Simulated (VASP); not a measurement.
# BN (F-43m) in VASP: further runs, part 2 of 2

VASP 6.6.1.

### Step 4. Single point, LDA

This run uses another cell than the first one, of 5.74 Å³/atom.

INCAR

```
PREC     = Accurate       # precision mode
ENCUT    = 600            # plane-wave cutoff, eV
EDIFF    = 1E-6           # SCF threshold, eV
ISMEAR   = 0              # smearing method
SIGMA    = 0.02           # smearing width, eV
LREAL    = F              # projectors in reciprocal space
LASPH    = T              # aspherical terms in the spheres
NELM     = 120            # most SCF steps
ALGO     = Normal         # electronic algorithm
ISIF     = 2              # what is computed and relaxed
LWAVE    = F              # write WAVECAR
LCHARG   = T              # write CHGCAR
LELF     = T              # ELF
LVHAR    = T            
NBANDS   = 11             # bands
GGA_COMPAT= F
```

KPOINTS

```
Automatic mesh
0
Gamma
  12 12 12
```

POSCAR

```
BN
1.0
    0.0000000000      1.7902747239      1.7902747239
    1.7902747239      0.0000000000      1.7902747239
    1.7902747239      1.7902747239      0.0000000000
B N
1 1
Direct
    0.0000000000      0.0000000000      0.0000000000
    0.2500000000      0.2500000000      0.2500000000
```

Potentials or basis: VASP PAW LDA potentials, release 64 (B, N).

Launch:

```bash
cat potpaw_LDA.64/B/POTCAR potpaw_LDA.64/N/POTCAR > POTCAR
mpirun -np 1 vasp_std > vasp.out
```

OUTCAR:

```text
PREC = Accurate
   ENCUT = 600
   EDIFF = 1E-6
   ISMEAR = 0
   LREAL = F
   LASPH = T
   NELM = 120
   ISIF = 2

 ion  position               nearest neighbor table
   1  0.000  0.000  0.000-   2 1.55   2 1.55   2 1.55   2 1.55
   2  0.250  0.250  0.250-   1 1.55   1 1.55   1 1.55   1 1.55

  LATTYP: Found a face centered cubic cell.
 ALAT       =     3.5805494478

  Lattice vectors:

 A1 = (   0.0000000000,   1.7902747239,   1.7902747239)
 A2 = (   1.7902747239,   0.0000000000,   1.7902747239)
 A3 = (   1.7902747239,   1.7902747239,   0.0000000000)

Analysis of symmetry for initial positions (statically):
=====================================================================
 Subroutine PRICEL returns:
 Original cell was already a primitive cell.

 Routine SETGRP: Setting up the symmetry group for a
 face centered cubic supercell.

 Subroutine GETGRP returns: Found 24 space group operations
 (whereof 24 operations were pure point group operations)
 out of a pool of 48 trial point group operations.

The static configuration has the point symmetry T_d .

Analysis of symmetry for dynamics (positions and initial velocities):
=====================================================================
 Subroutine PRICEL returns:
 Original cell was already a primitive cell.

 Routine SETGRP: Setting up the symmetry group for a
 face centered cubic supercell.

 Subroutine GETGRP returns: Found 24 space group operations
 (whereof 24 operations were pure point group operations)
 out of a pool of 48 trial point group operations.

The dynamic configuration has the point symmetry T_d .

 Subroutine INISYM returns: Found 24 space group operations
 (whereof 24 operations are pure point group operations),
 and found     1 'primitive' translations

----------------------------------------------------------------------------------------

                                     Primitive cell

  volume of cell :      11.4760

  direct lattice vectors                    reciprocal lattice vectors
     0.000000000  1.790274724  1.790274724    -0.279286745  0.279286745  0.279286745
     1.790274724  0.000000000  1.790274724     0.279286745 -0.279286745  0.279286745
     1.790274724  1.790274724  0.000000000     0.279286745  0.279286745 -0.279286745

  length of vectors
     2.531830795  2.531830795  2.531830795     0.483738832  0.483738832  0.483738832

  position of ions in fractional coordinates (direct lattice)
     0.000000000  0.000000000  0.000000000
     0.250000000  0.250000000  0.250000000

  ion indices of the primitive-cell ions
   primitive index   ion index
                 1           1
                 2           2

----------------------------------------------------------------------------------------

 KPOINTS: Automatic mesh

Automatic generation of k-mesh.
 Grid dimensions read from file:
 generate k-points for:   12   12   12

 Generating k-lattice:

  Cartesian coordinates                     Fractional coordinates (reciprocal lattice)
    -0.023273895  0.023273895  0.023273895     0.083333333  0.000000000  0.000000000
     0.023273895 -0.023273895  0.023273895     0.000000000  0.083333333  0.000000000
     0.023273895  0.023273895 -0.023273895     0.000000000  0.000000000  0.083333333

  Length of vectors
     0.040311569  0.040311569  0.040311569

  Shift w.r.t. Gamma in fractional coordinates (k-lattice)
     0.000000000  0.000000000  0.000000000

 Subroutine IBZKPT returns following result:
 ===========================================

 Found     72 irreducible k-points:

 Following reciprocal coordinates:
            Coordinates               Weight
  0.000000  0.000000  0.000000      1.000000
  0.083333  0.000000  0.000000      8.000000
  0.166667  0.000000  0.000000      8.000000
  0.250000  0.000000  0.000000      8.000000
  0.333333  0.000000  0.000000      8.000000
  0.416667  0.000000  0.000000      8.000000
[... 16 lines left out ...]
  0.500000  0.166667  0.000000     24.000000
 -0.416667  0.166667  0.000000     24.000000
 [... further k-points ...]
   k-points           NKPTS =     72   k-points in BZ     NKDIM =     72   number of bands    NBANDS=     11
   number of dos      NEDOS =    301   number of ions     NIONS =      2
   total plane-waves  NPLWV =   8000
   dimension x,y,z NGX =    20 NGY =   20 NGZ =   20
   dimension x,y,z NGXF=    40 NGYF=   40 NGZF=   40
   ions per type =               1   1
   NGX,Y,Z   is equivalent  to a cutoff of  13.13, 13.13, 13.13 a.u.
   NGXF,Y,Z  is equivalent  to a cutoff of  26.26, 26.26, 26.26 a.u.
 SYSTEM =  unknown system
   PREC   = accura    normal or accurate (medium, high low for compatibility)
   ISTART =      0    job   : 0-new  1-cont  2-samecut
   ICHARG =      2    charge: 1-file 2-atom 10-const
   ISPIN  =      1    spin polarized calculation?
   LNONCOLLINEAR =      F non collinear calculations
   LSORBIT =      F    spin-orbit coupling
   LASPH  =      T    aspherical Exc in radial PAW
   ENCUT  =  600.0 eV  44.10 Ry    6.64 a.u.   5.06  5.06  5.06*2*pi/ulx,y,z
   NELM   =    120;   NELMIN=  2; NELMDL= -5     # of ELM steps
   EDIFF  = 0.1E-05   stopping-criterion for ELM
   LREAL  =      F    real-space projection
   EDIFFG = 0.1E-04   stopping-criterion for IOM
   NSW    =      0    number of steps for IOM
   IBRION =     -1    ionic relax: 0-MD 1-quasi-New 2-CG
   NFREE  =      0    steps in history (QN), initial steepest desc. (CG)
   ISIF   =      2    stress and relaxation
   ISYM   =      2    0-nonsym 1-usesym 2-fastsym
   POTIM  = 0.5000    time-step for ionic-motion
   TEBEG  =    0.0;   TEEND  =   0.0 temperature during run
   PSTRESS=    0.0 pullay stress
   NELECT =       8.0000    total number of electrons
   NUPDOWN=      -1.0000    fix difference up-down
   EMIN   =  10.00;   EMAX   =-10.00  energy-range for DOS
   EFERMI =   0.00;   METHOD = LEGACY
   ISMEAR =     0;   SIGMA  =   0.02  broadening in eV -4-tet -1-fermi 0-gaus
   EFERMI_NEDOS =   21; number of points for ismear=-14 and -15
   IALGO  =     38    algorithm
   IMIX   =      4    mixing-type and parameters
     AMIX     =   0.40;   BMIX     =  1.00
     AMIX_MAG =   1.60;   BMIX_MAG =  1.00
  volume/ion in A,a.u.               =       5.74        38.72
  Fermi-wavevector in a.u.,A,eV,Ry     =   1.451583  2.743094 28.668736  2.107093
  Thomas-Fermi vector in A             =   2.569063
   LORBIT       =      0    0 simple, 1 ext, 2 COOP (PROOUT), +10 PAW based schemes
   GGA     = CA    functional components
   LHFCALC =     F    Hartree Fock is set to
   AEXX    =    0.0000 exact exchange contribution
   IVDW    =     0    specifies the selected vdW correction
   LEPSILON=     F    determine dielectric tensor
   LRPA    =     F    only Hartree local field effects (RPA)
 non-spin polarized calculation
 Gauss-broadening in eV      SIGMA  =   0.02
  energy-cutoff  :      600.00
  volume of cell :       11.48
 maximum number of plane-waves:       392
   NGX = 11   NGY = 11   NGZ = 11

 number of electron       7.9999999 magnetization

 Free energy of the ion-electron system (eV)
  ---------------------------------------------------
  ext. energy  EPLUGINS =         0.00000000
  ---------------------------------------------------
  free energy    TOTEN  =       -19.41630811 eV

  energy without entropy =      -19.41630811  energy(sigma->0) =      -19.41630811

 E-fermi :   7.8567     XC(G=0): -13.2435

 val. band max:        7.7515545118   @ k =   0.0000   0.0000   0.0000
 cond. band min:      12.1290190043   @ k =   0.5000   0.5000   0.0000
 fundamental gap:      4.3774644925
 Fermi energy:         7.8567416114

 k-point     1 :       0.0000    0.0000    0.0000
  band No.  band energies     occupation
      1     -12.6464      2.00000
      2       7.7516      2.00000
      3       7.7516      2.00000
      4       7.7516      2.00000
      5      16.5708      0.00000
      6      16.5708      0.00000
      7      16.5708      0.00000
      8      18.6620      0.00000
      9      32.7878      0.00000
     10      35.8949      0.00000
     11      35.8949      0.00000
[... 309 lines left out ...]
 k-point    24 :      -0.4167    0.1667    0.0000
  band No.  band energies     occupation
      1      -7.8517      2.00000
      2      -2.5133      2.00000
      3       3.5396      2.00000
      4       5.0970      2.00000
      5      17.0808      0.00000
      6      20.0643      0.00000
      7      20.2950      0.00000
      8      23.6459      0.00000
      9      28.8490      0.00000
     10      33.2880      0.00000
     11      34.7251      0.00000

 [... further k-points ...]
[... 5 lines left out ...]
  --------------------------------------------------------------------------------------
  -------------------------------------------------------------------------------------
  Total        0.0545220      0.0545220      0.0545220     -0.0000000     -0.0000000      0.0000000
  in kB        7.6119069      7.6119069      7.6119069     -0.0000000     -0.0000000      0.0000000
  external PRESSURE =       7.6119069 kB  Pullay stress =       0.0000000 kB

 VOLUME and BASIS-vectors are now :
 -----------------------------------------------------------------------------
  energy-cutoff  :      600.00
  volume of cell :       11.48
      direct lattice vectors                 reciprocal lattice vectors
     0.000000000  1.790274724  1.790274724    -0.279286745  0.279286745  0.279286745
     1.790274724  0.000000000  1.790274724     0.279286745 -0.279286745  0.279286745
     1.790274724  1.790274724  0.000000000     0.279286745  0.279286745 -0.279286745

 POSITION                                       TOTAL-FORCE (eV/Angst)
 -----------------------------------------------------------------------------------
      0.00000      0.00000      0.00000         0.000000      0.000000      0.000000
      0.89514      0.89514      0.89514        -0.000000     -0.000000     -0.000000
 -----------------------------------------------------------------------------------
    total drift:                               -0.000000     -0.000000     -0.000000

  FREE ENERGIE OF THE ION-ELECTRON SYSTEM (eV)
  ---------------------------------------------------
  free  energy   TOTEN  =       -19.4163081139 eV

  energy  without entropy=      -19.4163081139  energy(sigma->0) =      -19.41630811
```

Run time: 9.9 s. Hardware: 1 thread of Intel Xeon 8259CL, shared host; peak memory 0.12 GiB.

What came out:

```
Free energy            : -19.4163 eV
Pressure               : 0.8 GPa
Band gap on the k mesh : 4.38 eV (least direct gap 8.82 eV)
```

Levels at points of the mesh, in eV from the valence-band top:
```
           k point  band 1  band 2  band 3  band 4  band 5  band 6  band 7  band 8
(0.00, 0.00, 0.00)  -20.40    0.00    0.00    0.00    8.82    8.82    8.82   10.91
(0.50, 0.00, 0.00)  -15.98  -10.98   -2.00   -2.00   10.59   10.72   10.72   15.31
(0.50, 0.50, 0.00)  -14.56   -9.07   -5.07   -5.07    4.38    9.31   18.14   18.14
```
